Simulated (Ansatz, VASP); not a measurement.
## One calculation of Si2Ge, two programs

POSCAR

```
Si2Ge
1.0
    0.0000000000      2.8545571171      2.8545571171
    2.8545571171      0.0000000000      2.8545571171
    2.8545571171      2.8545571171      0.0000000000
Si Ge
2 1
Direct
    0.2500000000      0.2500000000      0.2500000000
    0.7500000000      0.7500000000      0.7500000000
    0.0000000000      0.0000000000      0.0000000000
```

The input INCAR.step1:

```
ALGO = Normal
EDIFF = 1E-4
ENCUT = 600
GGA = PE
ISMEAR = 0
LASPH = True
LCHARG = False
LREAL = False
LWAVE = True
NELM = 80
PREC = Accurate
SIGMA = 0.1
```

Contents of INCAR.step2:

```
ALGO = Normal
EDIFF = 1E-6
EDIFFG = -0.04
ENCUT = 600
IBRION = 2
ISIF = 3
ISMEAR = 0
ISTART = 1
LASPH = True
LCHARG = False
LMIXTAU = True
LREAL = False
LWAVE = False
METAGGA = R2SCAN
NELM = 80
NSW = 90
PREC = Accurate
SIGMA = 0.1
```

Contents of KPOINTS:

```
k-points
0
Gamma
  6 6 6
```

Input for Ansatz:

```yaml
crystal:
  lattice:
    - [0.0, 2.8545571171, 2.8545571171]
    - [2.8545571171, 0.0, 2.8545571171]
    - [2.8545571171, 2.8545571171, 0.0]
  atoms:
    - { symbol: Si, position: [0.25, 0.25, 0.25] }
    - { symbol: Si, position: [0.75, 0.75, 0.75] }
    - { symbol: Ge, position: [0.0, 0.0, 0.0] }
basis:
  ecutwfc: 500
kpoints:
  mp_grid: { grid: [6, 6, 6] }
hamiltonian:
  xc: r2scan
scf:
  occupations: { method: gaussian, width: 0.1 }
  lower_state_search: "off"
output:
  forces: true
  stress: true
  eigenvalues: true
relax:
  adjacent_minimum: "off"
  f_tol: 0.04
  max_steps: 70
  cell: { stress_tol: 0.4 }
```

Alike in both runs: task relaxation of cell and atoms; functional r2SCAN; k mesh 6 × 6 × 6; occupations gaussian, width 0.1 eV; no spin polarisation.

```csv
,VASP,Ansatz
version,VASP 6.6.1,Ansatz 0.2.0
potentials or method,"VASP PAW PBE potentials, release 64 (Si, Ge_d), cutoff 600 eV","scalar-relativistic, plane waves, PAW"
valence electrons in the cell,22,22
```

|  | VASP | Ansatz | Ansatz less VASP |
| --- | --- | --- | --- |
| gap on the k mesh at the Fermi level, each at its own relaxed structure (eV) | none | none | - |
| relaxed volume (Å³/atom) | 18.93 | 18.94 | +0.012 |
| relaxed cell length with the largest relative difference (Å) | 4.314 | 4.315 | +0.0009 |

VASP's potentials were made for PBE, not for r2SCAN. A gap of «none» marks a metal or a gap that the smearing closes.

Noted on VASP's run: the volume moved by over 15 % at a fixed basis, so the end points are rough.
